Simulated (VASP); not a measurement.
Here is a VASP 6.6.1 calculation.

The input INCAR:

```
  PREC = Accurate
  ENCUT = 520
  EDIFF = 1E-7
  ISMEAR = 0
  SIGMA = 0.01
  LREAL = False
  LASPH = True
  NELM = 100
  ALGO = Normal
  ISIF = 2
  LWAVE = False
  LCHARG = False
  GGA = PE
  NBANDS = 11
```

File KPOINTS:

```
Automatic mesh
0
Gamma
  4 4 4
```

The input POSCAR:

```
BeTe
1.0
    0.0000000000      2.9335647847      2.7459589883
    2.9335647847      0.0000000000      2.7459589883
    2.9335647847      2.9335647847      0.0000000000
Be Te
1 1
Direct
    0.0000000000      0.0000000000      0.0000000000
    0.2500000000      0.2500000000      0.2500000000
```

Potentials or basis: VASP PAW PBE potentials, release 64 (Be, Te).

Command:

```console
$ cat potpaw_PBE.64/Be/POTCAR potpaw_PBE.64/Te/POTCAR > POTCAR
$ mpirun -np 1 vasp_std > vasp.out
```

Question: Predict the band gap on the k mesh.

Answer: 1.64 eV, indirect (least direct gap 3.19 eV).

Question: Predict the pressure.

Answer: -1.6 GPa.

Stress tensor (GPa, compression positive):
```
-2.75  0.00  0.00
 0.00 -2.75  0.00
 0.00  0.00  0.70
```

Caveat: the k points lie up to 0.47 Å⁻¹ apart; the cell differs from its parent crystal (epitaxial xy strain +3.7%); spin-orbit coupling is left out, which moves the levels of the heavy elements. A k mesh can miss the band edges.
